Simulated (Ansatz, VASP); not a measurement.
# Two plane-wave programs on PtSe2

```xyz
3
Lattice="3.7240 0.0000 0.0000 -1.8620 3.2735 0.0000 0.0000 0.0000 5.0620" Properties=species:S:1:pos:R:3 pbc="T T T"
Pt    0.0000    0.0000    0.0000
Se    0.0000    2.1823    1.2655
Se    1.8620    1.0912    3.7965
```

Change from the starting cell: strain +0.0150 x Voigt [0, 1, 0, 0, 0, 0], atoms carried along.

Alike in both runs: task single point; functional PBE; k mesh 12 × 12 × 10; occupations gaussian, width 0.15 eV; no spin polarisation.

```csv
,VASP,Ansatz
version,VASP 6.6.1,Ansatz 0.2.0
potentials or method,"VASP PAW PBE potentials, release 64 (Pt, Se), cutoff 520 eV","scalar-relativistic, plane waves, PAW"
valence electrons in the cell,22,50
```

Ansatz gave:

```
gap on the k mesh at the Fermi level (eV)                     : none
pressure (GPa)                                                : 5.0
traceless stress, the component that is largest in VASP (GPa) : 1.37
rms of the force components (eV/Å)                            : 0.191
```

Question: What did VASP give for the same quantities?

Answer: gap on the k mesh at the Fermi level (eV): none; pressure (GPa): 5.0; traceless stress, the component that is largest in VASP (GPa): 1.37; rms of the force components (eV/Å): 0.193.

Atom by atom the forces differ by 0.002 eV/Å (rms over components). A gap of «none» marks a metal or a gap that the smearing closes. The functional is the same, so the differences come from potentials, cutoffs and numerics. VASP's potentials hold 22 valence electrons a cell and Ansatz's 50, so a difference there can come from the potentials and not from the codes.

Neither program's run includes spin-orbit coupling.
